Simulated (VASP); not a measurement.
Input of a VASP 6.6.1 run:

File INCAR:

```
ALGO = Normal
EDIFF = 1E-6
ENCUT = 520
GGA = PE
ISIF = 2
ISMEAR = 0
ISYM = 0
LASPH = T
LCHARG = F
LREAL = F
LWAVE = F
NBANDS = 20
NELM = 80
PREC = Accurate
SIGMA = 0.1
```

KPOINTS

```
k-points
0
Gamma
  9 9 3
```

Contents of POSCAR:

```
K
1.0
    4.7194416916      0.0000000000      0.0000000000
   -2.3597208458      4.0871563966      0.0000000000
    2.3597208458      1.3623854655     11.4812252116
K
3
Direct
    0.0000000000      0.0000000000      0.0000000000
    0.4444210582      0.2222105291      0.3333684127
    0.5555789418      0.7777894709      0.6666315873
```

Potentials or basis: VASP PAW PBE potentials, release 64 (K_sv).

Launch:

```console
$ cat potpaw_PBE.64/K_sv/POTCAR > POTCAR
$ mpirun -np 1 vasp_std > vasp.out
```

Problem. What does it give for the band gap on the k mesh?

Solution. Zero (an odd number of electrons rules out a gap without spin polarisation).

Problem. Estimate the pressure.

Solution. 0.0 GPa.

Stress tensor (GPa, compression positive):
```
-0.05 -0.01  0.02
-0.01 -0.03  0.01
 0.02  0.01  0.07
```
